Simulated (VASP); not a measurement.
Wanted: the native input for a VASP 6.6.1 run.

| Property | Result |
| --- | --- |
| Task | single point |
| Functional | LDA |
| Potentials or basis | VASP PAW LDA potentials, release 64 (Sn_d, Te) |
| Cutoff | 520 eV |
| k mesh | 8 × 8 × 8 |
| Occupations | fermi-dirac, width 0.02 eV |
| Spin | no spin polarisation |
| Dipole correction | no |
| Further INCAR settings | ALGO = Normal; EDIFF = 1e-07; NBANDS = 17 |

The structure of SnTe lies in POSCAR:

```
SnTe
1.0
    0.0000000000      3.1893303349      3.1893303349
    3.1893303349      0.0000000000      3.1893303349
    3.1893303349      3.1893303349      0.0000000000
Sn Te
1 1
Direct
    0.0000000000      0.0000000000      0.0000000000
    0.5000000000      0.5000000000      0.5000000000
```

One way to write it, as run:

INCAR

```
SYSTEM = SnTe
PREC     = Accurate       ! precision mode
ENCUT    = 520            ! plane-wave cutoff, eV
EDIFF    = 1E-7           ! SCF threshold, eV
ISMEAR   = -1             ! smearing method
SIGMA    = 0.02           ! smearing width, eV
LREAL    = .False.        ! projectors in reciprocal space
LASPH    = .True.         ! aspherical terms in the spheres
NELM     = 80             ! most SCF steps
ALGO     = Normal         ! electronic algorithm
ISIF     = 2              ! what is computed and relaxed
LWAVE    = .False.        ! write WAVECAR
LCHARG   = .False.        ! write CHGCAR
NBANDS   = 17             ! bands
```

KPOINTS

```
regular mesh
0
Gamma
  8 8 8
  0 0 0
```

Potentials or basis: VASP PAW LDA potentials, release 64 (Sn_d, Te).

Run with:

```bash
$ cat potpaw_LDA.64/Sn_d/POTCAR potpaw_LDA.64/Te/POTCAR > POTCAR
$ mpirun -np 1 vasp_std > vasp.out
```

Results of the run:

The pressure is -2.9 GPa and the band gap on the k mesh is 0.02 eV.

Caveat: semilocal functionals underestimate gaps, and a narrow one can read as zero; spin-orbit coupling is left out, which moves the levels of the heavy elements.

Run time: 26 s on 1 thread of Intel(R) Xeon(R) Platinum 8375C CPU @ 2.90GHz (Ice Lake), with other jobs on the host, peak memory 0.18 GiB.
